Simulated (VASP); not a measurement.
A run of VASP 6.6.1 is set up as follows.

File INCAR:

```
SYSTEM = Sn3C
PREC = Accurate
ENCUT = 600
EDIFF = 1E-6
ISMEAR = 0
SIGMA = 0.1
LREAL = .FALSE.
LASPH = .TRUE.
NELM = 80
ALGO = Normal
ISIF = 3
LWAVE = .FALSE.
LCHARG = .FALSE.
GGA = PE
IBRION = 2
NSW = 90
EDIFFG = -0.04
```

KPOINTS

```
regular mesh
0
G
  4 4 4
  0 0 0
```

Contents of POSCAR:

```
Sn3C
1.0
    4.3587340124      0.0000000000      0.0000000000
    0.0000000000      4.3587340124      0.0000000000
    0.0000000000      0.0000000000      4.3587340124
Sn C
3 1
Direct
    0.0000000000      0.5000000000      0.5000000000
    0.5000000000      0.0000000000      0.5000000000
    0.5000000000      0.5000000000      0.0000000000
    0.0000000000      0.0000000000      0.0000000000
```

Potentials or basis: VASP PAW PBE potentials, release 64 (Sn_d, C).

The run is started by

```sh
$ cat potpaw_PBE.64/Sn_d/POTCAR potpaw_PBE.64/C/POTCAR > POTCAR
$ mpirun -np 1 vasp_std > vasp.out
```

Question: Predict the relaxed volume.

Answer: 22.72 Å³/atom.

Question: Predict the space group after relaxing (to 0.05 Å).

Answer: Pm-3m (No. 221).

The path:
```tsv
step	energy change (eV)	largest force (eV/Å)	pressure (GPa)	volume (Å³)
1	0.0000	0.0000	6.56	82.81
2	-0.1431	0.0000	-1.53	93.38
3	-0.1552	0.0000	-0.02	90.89
```

Caveat: the k points lie up to 0.35 Å⁻¹ apart in the final cell.
